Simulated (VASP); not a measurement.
# Re (Cmcm) in VASP: single point with LDA

Aim: the single point of Re with LDA.

All numbers are computed with VASP 6.6.1; they aren't measurements. Logs are shortened: lines on timing, memory, paths and dates and some standing lists are left out, and cuts for length are marked.

**1. The cell of the first run**

Symmetry: Cmcm, No. 63, orthorhombic system. The conventional cell has a = 2.599 Å, b = 5.077 Å, c = 4.474 Å, α = 90.00°, β = 90.00°, γ = 90.00°. Within 3.4 Å of Re (site symmetry m2m) lie 12 Re at 2.60 to 2.85 Å.

**2. Single point, LDA (strain -0.0600 x Voigt [1, -1, 0, 0, 0, 0])**

INCAR reads:

```
ALGO = Normal
EDIFF = 1E-6
ENCUT = 520
GGA = CA
ISIF = 2
ISMEAR = 0
LASPH = True
LCHARG = False
LREAL = False
LWAVE = False
NBANDS = 14
NELM = 100
PREC = Accurate
SIGMA = 0.15
```

KPOINTS reads:

```
k-points
0
Gamma
  21 21 12
```

POSCAR reads:

```
Re
1.0
    2.5994161958      0.0000000000      0.0000000000
   -1.2997080979      2.5385426470      0.0000000000
    0.0000000000      0.0000000000      4.4735766300
Re
2
Direct
    0.3333333333      0.6666666667      0.2500000000
    0.6666666667      0.3333333333      0.7500000000
```

Potentials or basis: VASP PAW LDA potentials, release 64 (Re).

Launch:

```console
$ cat potpaw_LDA.64/Re/POTCAR > POTCAR
$ mpirun -np 1 vasp_std > vasp.out
```

OUTCAR:

```text
EDIFF = 1E-6
   ENCUT = 520
   GGA = CA
   ISIF = 2
   ISMEAR = 0
   LASPH = True
   LREAL = False
   NELM = 100
   PREC = Accurate

 ion  position               nearest neighbor table
   1  0.333  0.667  0.250-   2 2.72   2 2.72   2 2.72   2 2.72   2 2.80   2 2.80
   2  0.667  0.333  0.750-   1 2.72   1 2.72   1 2.72   1 2.72   1 2.80   1 2.80

  LATTYP: Found a base centered orthorhombic cell.
 ALAT       =     2.5994161958
 B/A-ratio  =     1.9531636766
 C/A-ratio  =     1.7209928280

  Lattice vectors:

 A1 = (   1.2997080979,  -2.5385426470,   0.0000000000)
 A2 = (   1.2997080979,   2.5385426470,   0.0000000000)
 A3 = (   0.0000000000,   0.0000000000,   4.4735766300)

Analysis of symmetry for initial positions (statically):
=====================================================================
 Subroutine PRICEL returns:
 Original cell was already a primitive cell.

 Routine SETGRP: Setting up the symmetry group for a
 base centered orthorhombic supercell.

 Subroutine GETGRP returns: Found  8 space group operations
 (whereof  4 operations were pure point group operations)
 out of a pool of  8 trial point group operations.

The static configuration has the point symmetry C_2h.
 The point group associated with its full space group is D_2h.

Analysis of symmetry for dynamics (positions and initial velocities):
=====================================================================
 Subroutine PRICEL returns:
 Original cell was already a primitive cell.

 Routine SETGRP: Setting up the symmetry group for a
 base centered orthorhombic supercell.

 Subroutine GETGRP returns: Found  8 space group operations
 (whereof  4 operations were pure point group operations)
 out of a pool of  8 trial point group operations.

The dynamic configuration has the point symmetry C_2h.
 The point group associated with its full space group is D_2h.

 Subroutine INISYM returns: Found  8 space group operations
 (whereof  4 operations are pure point group operations),
 and found     1 'primitive' translations

----------------------------------------------------------------------------------------

                                     Primitive cell

  volume of cell :      29.5199

  direct lattice vectors                    reciprocal lattice vectors
     2.599416196  0.000000000  0.000000000     0.384701766  0.196963404  0.000000000
    -1.299708098  2.538542647  0.000000000     0.000000000  0.393926807  0.000000000
     0.000000000  0.000000000  4.473576630     0.000000000  0.000000000  0.223534787

  length of vectors
     2.599416196  2.851918637  4.473576630     0.432192123  0.393926807  0.223534787

  position of ions in fractional coordinates (direct lattice)
     0.333333333  0.666666667  0.250000000
     0.666666667  0.333333333  0.750000000

  ion indices of the primitive-cell ions
   primitive index   ion index
                 1           1
                 2           2

----------------------------------------------------------------------------------------

 KPOINTS: k-points

Automatic generation of k-mesh.
 Grid dimensions read from file:
 generate k-points for:   21   21   12

 Generating k-lattice:

  Cartesian coordinates                     Fractional coordinates (reciprocal lattice)
     0.018319132  0.009379210  0.000000000     0.047619048  0.000000000  0.000000000
     0.000000000  0.018758419  0.000000000     0.000000000  0.047619048  0.000000000
     0.000000000  0.000000000  0.018627899     0.000000000  0.000000000  0.083333333

  Length of vectors
     0.020580577  0.018758419  0.018627899

  Shift w.r.t. Gamma in fractional coordinates (k-lattice)
     0.000000000  0.000000000  0.000000000

 Subroutine IBZKPT returns following result:
 ===========================================

 Found    847 irreducible k-points:

 Following reciprocal coordinates:
            Coordinates               Weight
  0.000000  0.000000  0.000000      1.000000
  0.047619  0.000000  0.000000      4.000000
  0.095238  0.000000  0.000000      4.000000
  0.142857  0.000000  0.000000      4.000000
  0.190476  0.000000  0.000000      4.000000
  0.238095 -0.000000  0.000000      4.000000
[... 16 lines left out ...]
 -0.476190  0.047619  0.000000      4.000000
 -0.428571  0.047619  0.000000      4.000000
 [... further k-points ...]
   k-points           NKPTS =    847   k-points in BZ     NKDIM =    847   number of bands    NBANDS=     14
   number of dos      NEDOS =    301   number of ions     NIONS =      2
   total plane-waves  NPLWV =  17280
   dimension x,y,z NGX =    20 NGY =   24 NGZ =   36
   dimension x,y,z NGXF=    40 NGYF=   48 NGZF=   72
   ions per type =               2
   NGX,Y,Z   is equivalent  to a cutoff of  12.79, 13.99, 13.38 a.u.
   NGXF,Y,Z  is equivalent  to a cutoff of  25.58, 27.98, 26.76 a.u.
 SYSTEM =  unknown system
   PREC   = accura    normal or accurate (medium, high low for compatibility)
   ISTART =      0    job   : 0-new  1-cont  2-samecut
   ICHARG =      2    charge: 1-file 2-atom 10-const
   ISPIN  =      1    spin polarized calculation?
   LNONCOLLINEAR =      F non collinear calculations
   LSORBIT =      F    spin-orbit coupling
   LASPH  =      T    aspherical Exc in radial PAW
   ENCUT  =  520.0 eV  38.22 Ry    6.18 a.u.   4.83  5.30  8.32*2*pi/ulx,y,z
   NELM   =    100;   NELMIN=  2; NELMDL= -5     # of ELM steps
   EDIFF  = 0.1E-05   stopping-criterion for ELM
   LREAL  =      F    real-space projection
   EDIFFG = 0.1E-04   stopping-criterion for IOM
   NSW    =      0    number of steps for IOM
   IBRION =     -1    ionic relax: 0-MD 1-quasi-New 2-CG
   NFREE  =      0    steps in history (QN), initial steepest desc. (CG)
   ISIF   =      2    stress and relaxation
   ISYM   =      2    0-nonsym 1-usesym 2-fastsym
   POTIM  = 0.5000    time-step for ionic-motion
   TEBEG  =    0.0;   TEEND  =   0.0 temperature during run
   PSTRESS=    0.0 pullay stress
   NELECT =      14.0000    total number of electrons
   NUPDOWN=      -1.0000    fix difference up-down
   EMIN   =  10.00;   EMAX   =-10.00  energy-range for DOS
   EFERMI =   0.00;   METHOD = LEGACY
   ISMEAR =     0;   SIGMA  =   0.15  broadening in eV -4-tet -1-fermi 0-gaus
   EFERMI_NEDOS =   21; number of points for ismear=-14 and -15
   IALGO  =     38    algorithm
   IMIX   =      4    mixing-type and parameters
     AMIX     =   0.40;   BMIX     =  1.00
     AMIX_MAG =   1.60;   BMIX_MAG =  1.00
  volume/ion in A,a.u.               =      14.76        99.61
  Fermi-wavevector in a.u.,A,eV,Ry     =   1.276671  2.412559 22.175997  1.629890
  Thomas-Fermi vector in A             =   2.409314
   LORBIT       =      0    0 simple, 1 ext, 2 COOP (PROOUT), +10 PAW based schemes
   GGA     = CA    functional components
   LHFCALC =     F    Hartree Fock is set to
   AEXX    =    0.0000 exact exchange contribution
   IVDW    =     0    specifies the selected vdW correction
   LEPSILON=     F    determine dielectric tensor
   LRPA    =     F    only Hartree local field effects (RPA)
 non-spin polarized calculation
 Gauss-broadening in eV      SIGMA  =   0.15
  energy-cutoff  :      520.00
  volume of cell :       29.52
 maximum number of plane-waves:       808
   NGX =  9   NGY = 11   NGZ = 17

 number of electron      14.0000001 magnetization

 Free energy of the ion-electron system (eV)
  ---------------------------------------------------
  ext. energy  EPLUGINS =         0.00000000
  ---------------------------------------------------
  free energy    TOTEN  =       -27.27540761 eV

  energy without entropy =      -27.25485583  energy(sigma->0) =      -27.26513172

 E-fermi :   7.9294     XC(G=0): -13.8166

 val. band max:        7.9290619107   @ k =   0.1905   0.0952   0.0833
 cond. band min:       7.9297313925   @ k =   0.2381   0.3810   0.5000
 fundamental gap:      0.0006694818
 Fermi energy:         7.9294091561

 k-point     1 :       0.0000    0.0000    0.0000
  band No.  band energies     occupation
      1      -1.9510      2.00000
      2       1.2111      2.00000
      3       4.9209      2.00000
      4       5.7001      2.00000
      5       6.2650      2.00000
      6       7.5383      1.99977
      7       7.6372      1.99413
      8       8.3320      0.00015
      9       8.5262      0.00000
     10       8.5282      0.00000
     11      10.6859      0.00000
     12      11.6384      0.00000
     13      17.7273      0.00000
     14      21.9907      0.00000

 k-point     2 :       0.0476    0.0000    0.0000
  band No.  band energies     occupation
      1      -1.8498      2.00000
      2       1.3113      2.00000
      3       4.9787      2.00000
      4       5.7846      2.00000
      5       6.2687      2.00000
      6       7.4798      1.99998
      7       7.5958      1.99834
      8       8.1225      0.06862
      9       8.2458      0.00286
     10       8.4358      0.00000
     11      10.8394      0.00000
     12      12.0011      0.00000
     13      17.7357      0.00000
     14      22.2450      0.00000

 k-point     3 :       0.0952    0.0000    0.0000
  band No.  band energies     occupation
      1      -1.5530      2.00000
      2       1.5982      2.00000
      3       5.1073      2.00000
      4       6.0282      2.00000
      5       6.2833      2.00000
      6       7.1907      2.00000
      7       7.4267      2.00000
      8       7.5341      1.99981
      9       8.0424      0.28684
     10       8.1984      0.01120
     11      11.0621      0.00000
     12      12.8988      0.00000
     13      17.7366      0.00000
     14      22.9627      0.00000

 k-point     4 :       0.1429    0.0000    0.0000
  band No.  band energies     occupation
      1      -1.0822      2.00000
      2       2.0240      2.00000
      3       5.1531      2.00000
      4       6.3414      2.00000
      5       6.3444      2.00000
      6       6.4278      2.00000
      7       7.1215      2.00000
      8       7.5501      1.99965
      9       7.8962      1.24585
     10       7.9186      1.08097
     11      11.2694      0.00000
     12      14.0130      0.00000
     13      17.6844      0.00000
     14      24.0025      0.00000

 k-point     5 :       0.1905    0.0000    0.0000
  band No.  band energies     occupation
      1      -0.4757      2.00000
      2       2.4803      2.00000
      3       5.0440      2.00000
      4       5.4779      2.00000
      5       6.3825      2.00000
      6       6.7946      2.00000
      7       6.9728      2.00000
      8       7.5996      1.99812
      9       7.7851      1.82648
     10       8.1065      0.09508
     11      11.4541      0.00000
[... 276 lines left out ...]
 k-point    22 :       0.4762    0.0476    0.0000
  band No.  band energies     occupation
      1       1.9327      2.00000
      2       2.1690      2.00000
      3       2.5255      2.00000
      4       5.1775      2.00000
      5       6.4380      2.00000
      6       6.6997      2.00000
      7       7.6379      1.99402
      8      11.3797      0.00000
      9      11.8526      0.00000
     10      11.8664      0.00000
     11      14.3765      0.00000
     12      15.8609      0.00000
     13      18.7171      0.00000
     14      19.2642      0.00000

 k-point    23 :      -0.4762    0.0476    0.0000
  band No.  band energies     occupation
      1       1.9799      2.00000
      2       2.1620      2.00000
      3       2.5809      2.00000
      4       5.1758      2.00000
      5       6.2065      2.00000
      6       6.7684      2.00000
      7       7.5539      1.99960
      8      11.1129      0.00000
      9      11.5015      0.00000
     10      11.8660      0.00000
     11      14.1403      0.00000
     12      16.4436      0.00000
     13      18.6330      0.00000
     14      19.7726      0.00000

 k-point    24 :      -0.4286    0.0476    0.0000
  band No.  band energies     occupation
      1       1.9893      2.00000
      2       2.2165      2.00000
      3       2.7843      2.00000
      4       5.2673      2.00000
      5       5.7719      2.00000
      6       6.8746      2.00000
      7       7.2918      2.00000
      8      10.4852      0.00000
      9      10.9788      0.00000
     10      11.8490      0.00000
     11      12.9686      0.00000
     12      17.4305      0.00000
     13      18.5924      0.00000
     14      19.9592      0.00000

 [... further k-points ...]

------------------------ aborting loop because EDIFF is reached ----------------------------------------

  FORCE on cell =-STRESS in cart. coord.  units (eV):
  Direction    XX          YY          ZZ          XY          YZ          ZX
  --------------------------------------------------------------------------------------
  -------------------------------------------------------------------------------------
  Total        3.0238611     -4.6320465     -1.7977569      0.0000000      0.0000000      0.0000000
  in kB      164.1183905   -251.4017687    -97.5722615      0.0000000      0.0000000      0.0000000
  external PRESSURE =     -61.6185466 kB  Pullay stress =       0.0000000 kB

 VOLUME and BASIS-vectors are now :
 -----------------------------------------------------------------------------
  energy-cutoff  :      520.00
  volume of cell :       29.52
      direct lattice vectors                 reciprocal lattice vectors
     2.599416196  0.000000000  0.000000000     0.384701766  0.196963404  0.000000000
    -1.299708098  2.538542647  0.000000000     0.000000000  0.393926807  0.000000000
     0.000000000  0.000000000  4.473576630     0.000000000  0.000000000  0.223534787

 POSITION                                       TOTAL-FORCE (eV/Angst)
 -----------------------------------------------------------------------------------
     -0.00000      1.69236      1.11839         0.000000      0.340391     -0.000000
      1.29971      0.84618      3.35518         0.000000     -0.340391      0.000000
 -----------------------------------------------------------------------------------
    total drift:                               -0.000000      0.000000     -0.000000

  FREE ENERGIE OF THE ION-ELECTRON SYSTEM (eV)
  ---------------------------------------------------
  free  energy   TOTEN  =       -27.2754076084 eV

  energy  without entropy=      -27.2548558314  energy(sigma->0) =      -27.26513172
```

Wall time 3.6 min (1 thread of Intel Xeon Platinum 8259CL at 2.50GHz (Skylake/Cascade Lake), shared host); peak memory 0.39 GiB.

What came out:

```
Free energy            : -27.2754 eV
Pressure               : -6.2 GPa
Largest force          : 0.340 eV/Å
Band gap on the k mesh : zero (band 7 reaches 9.41 eV, above the bottom of band 8 at 6.50 eV)
```

Forces in eV/Å, atoms in the order of the input:
```
Re   0.000  0.340  0.000
Re   0.000 -0.340  0.000
```

Caveat: the cell differs from its parent crystal (strain -0.0600 x Voigt [1, -1, 0, 0, 0, 0]); spin-orbit coupling is left out, which moves the levels of the heavy elements.
